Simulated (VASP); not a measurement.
Write the native input for VASP 6.6.1 that does the following.

| Item | Value |
| --- | --- |
| Task | single point |
| Functional | PBE |
| Potentials or basis | VASP PAW PBE potentials, release 64 (Nb_sv, Te) |
| Cutoff | 520 eV |
| k mesh | 12 × 12 × 2 |
| Occupations | gaussian, width 0.1 eV |
| Spin | no spin polarisation |
| Dipole correction | no |
| Further INCAR settings | ALGO = Normal; EDIFF = 1e-06; NBANDS = 37 |

The structure of Nb2Te5 lies in POSCAR:

```
Nb2Te5
1.0
    3.5951454387      0.0000000000      0.0000000000
   -1.7975727193      3.1134872802      0.0000000000
    0.0000000000      0.0000000000     18.3373348306
Nb Te
2 5
Direct
    0.0000000000      0.0000000000      0.7179120237
    0.0000000000      0.0000000000      0.2820879763
    0.6666666667      0.3333333333      0.8209862092
    0.3333333333      0.6666666667      0.6148154485
    0.3333333333      0.6666666667      0.1790137908
    0.6666666667      0.3333333333      0.3851845515
    0.0000000000      0.0000000000      0.0000000000
```

These files were run (other wordings do the same):

INCAR

```
SYSTEM = Nb2Te5
ALGO = Normal ; EDIFF = 1E-6
ENCUT = 520 ; GGA = PE
ISIF = 2 ; ISMEAR = 0
LASPH = .True. ; LCHARG = .False.
LREAL = .False. ; LWAVE = .False.
NBANDS = 37 ; NELM = 80
PREC = Accurate ; SIGMA = 0.1
```

KPOINTS

```
k-points
0
Gamma
  12 12 2
  0 0 0
```

Potentials or basis: VASP PAW PBE potentials, release 64 (Nb_sv, Te).

Command:

```sh
$ cat potpaw_PBE.64/Nb_sv/POTCAR potpaw_PBE.64/Te/POTCAR > POTCAR
$ mpirun -np 1 vasp_std > vasp.out
```

Results of the run:

| Property | Result |
| --- | --- |
| Pressure | -0.1 GPa |
| Largest force | 0.008 eV/Å |
| Band gap on the k mesh | zero (bands 28 and 29 overlap by 0.91 eV) |

Caveat: spin-orbit coupling is left out, which moves the levels of the heavy elements; this functional lacks dispersion, which binds the layers, so the pressure and a relaxed spacing across them are unreliable.

It took 5.3 min on 1 thread of Intel(R) Xeon(R) Platinum 8488C (Sapphire Rapids), with other jobs on the host, peak memory 0.46 GiB.
